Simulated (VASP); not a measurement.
# GaO (P-6m2) in VASP: further runs

GaO is run at these levels: PBEsol; tasks: single point, relaxation of cell and atoms.

Program: VASP 6.6.1. These are calculated values, not measurements. Logs are shortened: lines on timing, memory, paths and dates and some standing lists are left out, and cuts for length are marked.

### 1 The cell of the first run

It takes space group P-6m2 (No. 187, hexagonal). Conventional cell: a = 3.075 Å, b = 3.075 Å, c = 13.077 Å, α = 90.00°, β = 90.00°, γ = 120.00°. Ga (site symmetry 3m) has 1 Ga at 1.96 Å and 3 O at 2.03 Å within 2.6 Å. Ga (site symmetry 3m) has 1 Ga at 1.96 Å and 3 O at 2.03 Å within 2.6 Å. Within 2.7 Å of O (site symmetry 3m) lie 3 Ga at 2.03 Å. O (site symmetry 3m) has 3 Ga at 2.03 Å within 2.7 Å.

### 2 Single point, PBEsol

Input file INCAR:

```
SYSTEM = GaO
PREC     = Accurate       ! precision mode
ENCUT    = 520            ! plane-wave cutoff, eV
EDIFF    = 1E-6           ! SCF threshold, eV
ISMEAR   = 0              ! smearing method
SIGMA    = 0.1            ! smearing width, eV
LREAL    = .False.        ! projectors in reciprocal space
LASPH    = .True.         ! aspherical terms in the spheres
NELM     = 80             ! most SCF steps
ALGO     = Normal         ! electronic algorithm
ISIF     = 2              ! what is computed and relaxed
LWAVE    = .False.        ! write WAVECAR
LCHARG   = .False.        ! write CHGCAR
GGA      = PS             ! functional
NBANDS   = 48             ! bands
```

Input file KPOINTS:

```
Automatic mesh
0
Gamma
  6 6 2
  0 0 0
```

Input file POSCAR:

```
GaO
1.0
    3.0748270013      0.0000000000      0.0000000000
   -1.5374135007      2.6628782954      0.0000000000
    0.0000000000      0.0000000000     13.0772611570
Ga O
4 4
Direct
    0.3333333333      0.6666666667      0.4250000000
    0.3333333333      0.6666666667      0.5750000000
    0.0000000000      0.0000000000      0.0750000000
    0.0000000000      0.0000000000      0.9250000000
    0.6666666667      0.3333333333      0.1500000000
    0.6666666667      0.3333333333      0.8500000000
    0.0000000000      0.0000000000      0.3500000000
    0.0000000000      0.0000000000      0.6500000000
```

Potentials or basis: VASP PAW PBE potentials, release 64 (Ga_d, O).

Launch:

```sh
$ cat potpaw_PBE.64/Ga_d/POTCAR potpaw_PBE.64/O/POTCAR > POTCAR
$ mpirun -np 1 vasp_std > vasp.out
```

OUTCAR:

```text
SYSTEM = GaO
   PREC = Accurate
   ENCUT = 520
   EDIFF = 1E-6
   ISMEAR = 0
   LREAL = .False.
   LASPH = .True.
   NELM = 80
   ISIF = 2
   GGA = PS

 ion  position               nearest neighbor table
   1  0.333  0.667  0.425-   2 1.96   7 2.03   7 2.03   7 2.03
   2  0.333  0.667  0.575-   1 1.96   8 2.03   8 2.03   8 2.03
   3  0.000  0.000  0.075-   4 1.96   5 2.03   5 2.03   5 2.03
   4  0.000  0.000  0.925-   3 1.96   6 2.03   6 2.03   6 2.03
   5  0.667  0.333  0.150-   3 2.03   3 2.03   3 2.03
   6  0.667  0.333  0.850-   4 2.03   4 2.03   4 2.03
   7  0.000  0.000  0.350-   1 2.03   1 2.03   1 2.03
   8  0.000  0.000  0.650-   2 2.03   2 2.03   2 2.03

  LATTYP: Found a hexagonal cell.
 ALAT       =     3.0748270013
 C/A-ratio  =     4.2530071290

  Lattice vectors:

 A1 = (   3.0748270013,   0.0000000000,   0.0000000000)
 A2 = (  -1.5374135007,   2.6628782954,   0.0000000000)
 A3 = (   0.0000000000,   0.0000000000,  13.0772611570)

Analysis of symmetry for initial positions (statically):
=====================================================================
 Subroutine PRICEL returns:
 Original cell was already a primitive cell.

 Routine SETGRP: Setting up the symmetry group for a
 hexagonal supercell.

 Subroutine GETGRP returns: Found 12 space group operations
 (whereof 12 operations were pure point group operations)
 out of a pool of 24 trial point group operations.

The static configuration has the point symmetry D_3h.

Analysis of symmetry for dynamics (positions and initial velocities):
=====================================================================
 Subroutine PRICEL returns:
 Original cell was already a primitive cell.

 Routine SETGRP: Setting up the symmetry group for a
 hexagonal supercell.

 Subroutine GETGRP returns: Found 12 space group operations
 (whereof 12 operations were pure point group operations)
 out of a pool of 24 trial point group operations.

The dynamic configuration has the point symmetry D_3h.

 Subroutine INISYM returns: Found 12 space group operations
 (whereof 12 operations are pure point group operations),
 and found     1 'primitive' translations

----------------------------------------------------------------------------------------

                                     Primitive cell

  volume of cell :     107.0752

  direct lattice vectors                    reciprocal lattice vectors
     3.074827001  0.000000000  0.000000000     0.325221549  0.187766749  0.000000000
    -1.537413501  2.662878295  0.000000000     0.000000000  0.375533498  0.000000000
     0.000000000  0.000000000 13.077261157     0.000000000  0.000000000  0.076468611

  length of vectors
     3.074827001  3.074827001 13.077261157     0.375533498  0.375533498  0.076468611

  position of ions in fractional coordinates (direct lattice)
     0.333333333  0.666666667  0.425000000
     0.333333333  0.666666667  0.575000000
     0.000000000  0.000000000  0.075000000
     0.000000000  0.000000000  0.925000000
     0.666666667  0.333333333  0.150000000
     0.666666667  0.333333333  0.850000000
     0.000000000  0.000000000  0.350000000
     0.000000000  0.000000000  0.650000000

  ion indices of the primitive-cell ions
   primitive index   ion index
                 1           1
                 2           2
                 3           3
                 4           4
                 5           5
                 6           6
                 7           7
                 8           8

----------------------------------------------------------------------------------------

 KPOINTS: Automatic mesh

Automatic generation of k-mesh.
 Grid dimensions read from file:
 generate k-points for:    6    6    2

 Generating k-lattice:

  Cartesian coordinates                     Fractional coordinates (reciprocal lattice)
     0.054203591  0.031294458  0.000000000     0.166666667  0.000000000  0.000000000
     0.000000000  0.062588916  0.000000000     0.000000000  0.166666667  0.000000000
     0.000000000  0.000000000  0.038234306     0.000000000  0.000000000  0.500000000

  Length of vectors
     0.062588916  0.062588916  0.038234306

  Shift w.r.t. Gamma in fractional coordinates (k-lattice)
     0.000000000  0.000000000  0.000000000

 Subroutine IBZKPT returns following result:
 ===========================================

 Found     14 irreducible k-points:

 Following reciprocal coordinates:
            Coordinates               Weight
  0.000000  0.000000  0.000000      1.000000
  0.166667  0.000000  0.000000      6.000000
  0.333333  0.000000  0.000000      6.000000
  0.500000 -0.000000  0.000000      3.000000
  0.166667  0.166667  0.000000      6.000000
  0.333333  0.166667  0.000000     12.000000
  0.333333  0.333333  0.000000      2.000000
  0.000000  0.000000  0.500000      1.000000
  0.166667  0.000000  0.500000      6.000000
  0.333333  0.000000  0.500000      6.000000
  0.500000 -0.000000  0.500000      3.000000
  0.166667  0.166667  0.500000      6.000000
  0.333333  0.166667  0.500000     12.000000
  0.333333  0.333333  0.500000      2.000000
   k-points           NKPTS =     14   k-points in BZ     NKDIM =     14   number of bands    NBANDS=     48
   number of dos      NEDOS =    301   number of ions     NIONS =      8
   total plane-waves  NPLWV =  56448
   dimension x,y,z NGX =    24 NGY =   24 NGZ =   98
   dimension x,y,z NGXF=    48 NGYF=   48 NGZF=  196
   ions per type =               4   4
   NGX,Y,Z   is equivalent  to a cutoff of  12.98, 12.98, 12.46 a.u.
   NGXF,Y,Z  is equivalent  to a cutoff of  25.95, 25.95, 24.92 a.u.
 SYSTEM =  GaO
   PREC   = accura    normal or accurate (medium, high low for compatibility)
   ISTART =      0    job   : 0-new  1-cont  2-samecut
   ICHARG =      2    charge: 1-file 2-atom 10-const
   ISPIN  =      1    spin polarized calculation?
   LNONCOLLINEAR =      F non collinear calculations
   LSORBIT =      F    spin-orbit coupling
   LASPH  =      T    aspherical Exc in radial PAW
   ENCUT  =  520.0 eV  38.22 Ry    6.18 a.u.   5.72  5.72 24.32*2*pi/ulx,y,z
   NELM   =     80;   NELMIN=  2; NELMDL= -5     # of ELM steps
   EDIFF  = 0.1E-05   stopping-criterion for ELM
   LREAL  =      F    real-space projection
   EDIFFG = 0.1E-04   stopping-criterion for IOM
   NSW    =      0    number of steps for IOM
   IBRION =     -1    ionic relax: 0-MD 1-quasi-New 2-CG
   NFREE  =      0    steps in history (QN), initial steepest desc. (CG)
   ISIF   =      2    stress and relaxation
   ISYM   =      2    0-nonsym 1-usesym 2-fastsym
   POTIM  = 0.5000    time-step for ionic-motion
   TEBEG  =    0.0;   TEEND  =   0.0 temperature during run
   PSTRESS=    0.0 pullay stress
   NELECT =      76.0000    total number of electrons
   NUPDOWN=      -1.0000    fix difference up-down
   EMIN   =  10.00;   EMAX   =-10.00  energy-range for DOS
   EFERMI =   0.00;   METHOD = LEGACY
   ISMEAR =     0;   SIGMA  =   0.10  broadening in eV -4-tet -1-fermi 0-gaus
   EFERMI_NEDOS =   21; number of points for ismear=-14 and -15
   IALGO  =     38    algorithm
   IMIX   =      4    mixing-type and parameters
     AMIX     =   0.40;   BMIX     =  1.00
     AMIX_MAG =   1.60;   BMIX_MAG =  1.00
  volume/ion in A,a.u.               =      13.38        90.32
  Fermi-wavevector in a.u.,A,eV,Ry     =   1.460326  2.759616 29.015124  2.132551
  Thomas-Fermi vector in A             =   2.576789
   LORBIT       =      0    0 simple, 1 ext, 2 COOP (PROOUT), +10 PAW based schemes
   GGA     = PS    functional components
   LHFCALC =     F    Hartree Fock is set to
   AEXX    =    0.0000 exact exchange contribution
   IVDW    =     0    specifies the selected vdW correction
   LEPSILON=     F    determine dielectric tensor
   LRPA    =     F    only Hartree local field effects (RPA)
 non-spin polarized calculation
 Gauss-broadening in eV      SIGMA  =   0.10
  energy-cutoff  :      520.00
  volume of cell :      107.08
 maximum number of plane-waves:      2920
 NGX is ok and might be reduce to    24
   NGX = 11   NGY = 11   NGZ = 49

 number of electron      75.9999994 magnetization

 Free energy of the ion-electron system (eV)
  ---------------------------------------------------
  ext. energy  EPLUGINS =         0.00000000
  ---------------------------------------------------
  free energy    TOTEN  =       -41.54755076 eV

  energy without entropy =      -41.54755076  energy(sigma->0) =      -41.54755076

 E-fermi :   3.2299     XC(G=0): -10.8277

 val. band max:        2.8138148648   @ k =   0.0000   0.0000   0.0000
 cond. band min:       4.4726526566   @ k =   0.5000  -0.0000   0.0000
 fundamental gap:      1.6588377918
 Fermi energy:         3.2299366080

 k-point     1 :       0.0000    0.0000    0.0000
  band No.  band energies     occupation
      1     -15.0632      2.00000
      2     -14.9087      2.00000
      3     -14.9034      2.00000
      4     -14.7409      2.00000
      5     -12.2146      2.00000
      6     -12.1613      2.00000
[... 40 lines left out ...]
     47      13.3825      0.00000
     48      14.3889      0.00000

 k-point     2 :       0.1667    0.0000    0.0000
  band No.  band energies     occupation
      1     -14.8999      2.00000
      2     -14.7708      2.00000
      3     -14.7596      2.00000
      4     -14.6256      2.00000
      5     -12.2050      2.00000
      6     -12.1518      2.00000
[... 40 lines left out ...]
     47      13.1740      0.00000
     48      13.5802      0.00000

 k-point     3 :       0.3333    0.0000    0.0000
  band No.  band energies     occupation
      1     -14.5871      2.00000
      2     -14.5086      2.00000
      3     -14.4893      2.00000
      4     -14.4092      2.00000
      5     -12.1859      2.00000
      6     -12.1329      2.00000
[... 550 lines left out ...]
     47      12.0327      0.00000
     48      12.1209      0.00000

 k-point    14 :       0.3333    0.3333    0.5000
  band No.  band energies     occupation
      1     -14.3749      2.00000
      2     -14.3241      2.00000
      3     -14.3212      2.00000
      4     -14.2705      2.00000
      5     -12.1711      2.00000
      6     -12.1181      2.00000
[... 40 lines left out ...]
     47      12.6489      0.00000
     48      12.7435      0.00000

------------------------ aborting loop because EDIFF is reached ----------------------------------------

  FORCE on cell =-STRESS in cart. coord.  units (eV):
  Direction    XX          YY          ZZ          XY          YZ          ZX
  --------------------------------------------------------------------------------------
  -------------------------------------------------------------------------------------
  Total       -7.1816632     -7.1816632     23.7441082      0.0000000      0.0000000     -0.0000000
  in kB     -107.4599956   -107.4599956    355.2856311      0.0000000      0.0000000     -0.0000000
  external PRESSURE =      46.7885467 kB  Pullay stress =       0.0000000 kB

 VOLUME and BASIS-vectors are now :
 -----------------------------------------------------------------------------
  energy-cutoff  :      520.00
  volume of cell :      107.08
      direct lattice vectors                 reciprocal lattice vectors
     3.074827001  0.000000000  0.000000000     0.325221549  0.187766749  0.000000000
    -1.537413501  2.662878295  0.000000000     0.000000000  0.375533498  0.000000000
     0.000000000  0.000000000 13.077261157     0.000000000  0.000000000  0.076468611

 POSITION                                       TOTAL-FORCE (eV/Angst)
 -----------------------------------------------------------------------------------
     -0.00000      1.77525      5.55784        -0.000000      0.000000    -11.252295
     -0.00000      1.77525      7.51943         0.000000      0.000000     11.252295
      0.00000      0.00000      0.98079        -0.000000     -0.000000     11.255911
      0.00000      0.00000     12.09647         0.000000     -0.000000    -11.255911
      1.53741      0.88763      1.96159         0.000000      0.000000     -2.638839
      1.53741      0.88763     11.11567         0.000000      0.000000      2.638839
      0.00000      0.00000      4.57704        -0.000000     -0.000000      2.634604
      0.00000      0.00000      8.50022         0.000000      0.000000     -2.634604
 -----------------------------------------------------------------------------------
    total drift:                               -0.000003      0.000001     -0.000000

  FREE ENERGIE OF THE ION-ELECTRON SYSTEM (eV)
  ---------------------------------------------------
  free  energy   TOTEN  =       -41.5475507583 eV

  energy  without entropy=      -41.5475507583  energy(sigma->0) =      -41.54755076
```

Run time: 89 s. Hardware: 1 thread of Intel Xeon Platinum 8259CL at 2.50GHz (Skylake/Cascade Lake), shared host; peak memory 0.24 GiB.

What came out:

```yaml
Free_energy: -41.5476 eV
Pressure: 4.7 GPa
Largest_force: 11.256 eV/Å
Band_gap_on_the_k_mesh: 1.66 eV (least direct gap 1.93 eV)
```

Forces in eV/Å, atoms in the order of the input:
```
Ga    0.000   0.000 -11.252
Ga    0.000   0.000  11.252
Ga    0.000   0.000  11.256
Ga    0.000   0.000 -11.256
O     0.000   0.000  -2.639
O     0.000   0.000   2.639
O     0.000   0.000   2.635
O     0.000   0.000  -2.635
```

Stress tensor (GPa, compression positive):
```
-10.75   0.00   0.00
  0.00 -10.75   0.00
  0.00   0.00  35.53
```

Levels at points of the mesh, in eV from the valence-band top:
| k point | band 34 | band 35 | band 36 | band 37 | band 38 | band 39 | band 40 | band 41 | band 42 | band 43 |
| --- | --- | --- | --- | --- | --- | --- | --- | --- | --- | --- |
| (0.00, 0.00, 0.00) | -1.16 | -1.16 | -1.08 | -1.08 | 0.00 | 1.93 | 2.89 | 5.00 | 5.42 | 9.05 |
| (0.50, 0.00, 0.00) | -2.00 | -1.85 | -1.75 | -1.58 | -1.42 | 1.66 | 1.92 | 5.88 | 6.02 | 6.81 |
| (0.00, 0.00, 0.50) | -1.13 | -1.09 | -1.09 | -0.61 | -0.55 | 2.41 | 2.47 | 5.21 | 5.26 | 9.05 |
| (0.50, 0.00, 0.50) | -1.94 | -1.93 | -1.89 | -1.44 | -1.40 | 1.75 | 1.81 | 5.96 | 5.98 | 6.83 |

Caveat: the cell stands under pressure; the PAW data sets were made with another functional, which shifts forces and pressure a little.

(Part 1 of 2 ends here.)
